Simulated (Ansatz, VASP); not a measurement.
Zn2NiO4: VASP beside Ansatz

```
CELL_PARAMETERS angstrom
-2.91337 2.94239 4.30423
2.91337 -2.94239 4.30423
2.91337 2.94239 -4.30423
ATOMIC_POSITIONS crystal
Zn 0.89538 0.14538 0.75000
Zn 0.10462 0.85462 0.25000
Zn 0.50000 0.00000 0.00000
Zn 0.50000 0.50000 0.50000
Ni 0.50000 0.50000 0.00000
Ni 0.00000 0.50000 0.50000
O 0.75188 0.28332 0.03144
O 0.29514 0.28047 0.01466
O 0.75188 0.72043 0.46856
O 0.76581 0.28047 0.48534
O 0.23419 0.71953 0.51466
O 0.70486 0.71953 0.98534
O 0.24812 0.71668 0.96856
O 0.24812 0.27957 0.53144
```

Alike in both runs: functional PBE; k mesh 8 × 8 × 8; occupations gaussian, width 0.1 eV; no spin polarisation.

Ansatz relaxed the structure, and its values are those at the end. VASP's run is a single point on that final structure, the one shown.

|  | VASP | Ansatz |
| --- | --- | --- |
| version | VASP 6.6.1 | Ansatz 0.2.0 |
| potentials or method | VASP PAW PBE potentials, release 64 (Zn, Ni, O), cutoff 520 eV | scalar-relativistic, plane waves, PAW |
| valence electrons in the cell | 116 | 132 |

Ansatz gave:

| Item | Value |
| --- | --- |
| gap on the k mesh at the Fermi level (eV) | none |
| pressure (GPa) | 0.0 |
| rms of the force components (eV/Å) | 0.001 |

**Question.** Estimate VASP's values.

**Answer.** gap on the k mesh at the Fermi level (eV): none; pressure (GPa): 0.9; rms of the force components (eV/Å): 0.023.

A gap of «none» marks a metal or a gap that the smearing closes. VASP's potentials hold 116 valence electrons a cell and Ansatz's 132, so a difference there can come from the potentials and not from the codes.
